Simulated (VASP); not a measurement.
**Cs2AgBiBr6: single point with PBEsol**

The system is Cs2AgBiBr6.

```
CELL_PARAMETERS angstrom
0.00000 5.77425 5.77425
5.77425 0.00000 5.77425
5.77425 5.77425 0.00000
ATOMIC_POSITIONS crystal
Cs 0.25000 0.25000 0.25000
Cs 0.75000 0.75000 0.75000
Ag 0.50000 0.50000 0.50000
Bi 0.00000 0.00000 0.00000
Br 0.25086 0.74914 0.25086
Br 0.25086 0.74914 0.74914
Br 0.74914 0.25086 0.74914
Br 0.74914 0.25086 0.25086
Br 0.25086 0.25086 0.74914
Br 0.74914 0.74914 0.25086
```

```yaml
Program: VASP 6.6.1
Task: single point
Functional: PBEsol
Potentials_or_basis: VASP PAW PBE potentials, release 64 (Cs_sv, Ag, Bi_d, Br)
Cutoff: 520 eV
k_mesh: 4 × 4 × 4
Occupations: gaussian, width 0.02 eV
Spin: no spin polarisation
Dipole_correction: no
Further_INCAR_settings: ALGO = Normal; EDIFF = 1e-07; NBANDS = 54
```

```
Pressure               : -1.9 GPa
Largest force          : 0.005 eV/Å
Band gap on the k mesh : 1.26 eV (least direct gap 2.25 eV)
```

Forces in eV/Å, atoms in the order of the input:
```
Cs   0.000  0.000  0.000
Cs   0.000  0.000  0.000
Ag   0.000  0.000  0.000
Bi   0.000  0.000  0.000
Br   0.000  0.005  0.000
Br  -0.005  0.000  0.000
Br   0.000 -0.005  0.000
Br   0.005  0.000  0.000
Br   0.000  0.000  0.005
Br   0.000  0.000 -0.005
```

Levels at points of the mesh, in eV from the valence-band top:
```
           k point  band 39  band 40  band 41  band 42  band 43  band 44  band 45  band 46  band 47  band 48
(0.00, 0.00, 0.00)    -0.90    -0.90    -0.90    -0.53    -0.53     2.29     2.29     2.29     3.59     4.80
(0.50, 0.00, 0.00)    -1.18    -1.18    -1.17    -0.99    -0.99     1.26     3.48     3.48     4.96     5.15
(0.50, 0.50, 0.00)    -1.25    -1.25    -0.91    -0.54     0.00     2.72     2.72     3.03     4.13     5.28
```

Wall time 2.7 min on 1 thread of AMD EPYC 9R45 96-Core Processor (Zen 5), on a shared host, peak memory 0.6 GiB.

Caveat: the PAW data sets were made with another functional, which shifts forces and pressure a little; spin-orbit coupling is left out, which moves the levels of the heavy elements. A k mesh can miss the band edges.
